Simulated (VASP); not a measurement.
Input of a VASP 6.6.1 run:

The input INCAR:

```
SYSTEM = ScF
PREC = Accurate ; ENCUT = 600
EDIFF = 1E-6 ; ISMEAR = 0
SIGMA = 0.2 ; LREAL = .FALSE.
LASPH = .TRUE. ; NELM = 120
ALGO = Normal ; ISIF = 2
LWAVE = .FALSE. ; LCHARG = .FALSE.
GGA = PE ; NBANDS = 16
GGA_COMPAT = .FALSE.
```

The input KPOINTS:

```
Automatic mesh
0
G
  7 7 5
  0 0 0
```

Contents of POSCAR:

```
ScF
1.0
    3.3793426033      0.0000000031      0.0000000000
   -1.6896713043      2.9265965409      0.0000000000
    0.0000000000      0.0000000000      4.0539929811
Sc F
1 1
Direct
    0.0000000000      0.0000000000      0.8852746860
    0.0000000000      0.0000000000      0.3852837240
```

Potentials or basis: VASP PAW PBE potentials, release 64 (Sc_sv, F).

Run with:

```sh
$ cat potpaw_PBE.64/Sc_sv/POTCAR potpaw_PBE.64/F/POTCAR > POTCAR
$ mpirun -np 1 vasp_std > vasp.out
```

Question: What does it give for the pressure?

Answer: 0.0 GPa.

Question: Estimate the band gap on the k mesh.

Answer: 0.15 eV (least direct gap 0.19 eV).

Stress tensor (GPa, compression positive):
```
-0.30  0.00  0.00
 0.00 -0.30  0.00
 0.00  0.00  0.54
```

Caveat: an odd mesh through Γ misses points on the zone boundary, where band edges can lie.
